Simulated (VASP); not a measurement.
Input of a VASP 6.6.1 run:

INCAR

```
SYSTEM = Si2W3
  ALGO = Fast
  EDIFF = 1E-6
  ENCUT = 520
  GGA = PE
  ISIF = 2
  ISMEAR = 0
  LASPH = .TRUE.
  LCHARG = .FALSE.
  LREAL = .FALSE.
  LWAVE = .FALSE.
  NBANDS = 61
  NELM = 100
  PREC = Accurate
  SIGMA = 0.15
```

The input KPOINTS:

```
k-points
0
G
  6 6 12
  0 0 0
```

The input POSCAR:

```
Si2W3
1.0
    6.6300342967      0.0000000000      0.0000000000
    0.0000000000      6.6300342967      0.0000000000
    0.0000000000      0.0000000000      3.3123213826
Si W
4 6
Direct
    0.1387281020      0.6387281020      0.0000000000
    0.8702621248      0.3702621248      0.0000000000
    0.6209014817      0.8524355045      0.0000000000
    0.3524355045      0.1209014817      0.0000000000
    0.5004070225      0.5016794202      0.0000000000
    0.0016794202      0.0004070225      0.0000000000
    0.6600605161      0.1600605161      0.5000000000
    0.3410365769      0.8410365769      0.5000000000
    0.1592701262      0.3402461870      0.5000000000
    0.8402461870      0.6592701262      0.5000000000
```

Potentials or basis: VASP PAW PBE potentials, release 64 (Si, W_sv).

The run is started by

```bash
$ cat potpaw_PBE.64/Si/POTCAR potpaw_PBE.64/W_sv/POTCAR > POTCAR
$ mpirun -np 1 vasp_std > vasp.out
```

Problem. Predict the band gap on the k mesh.

Solution. Zero (bands 50 and 51 overlap by 1.61 eV).

Problem. Predict the pressure.

Solution. 1.1 GPa.

Stress tensor (GPa, compression positive):
```
1.10 0.21 0.00
0.21 1.10 0.00
0.00 0.00 1.15
```

Caveat: the cell differs from its parent crystal (atoms displaced along a vibrational mode); spin-orbit coupling is left out, which moves the levels of the heavy elements; forces of over 1 eV/Å act on the atoms, so gaps and moduli don't describe the material at rest.
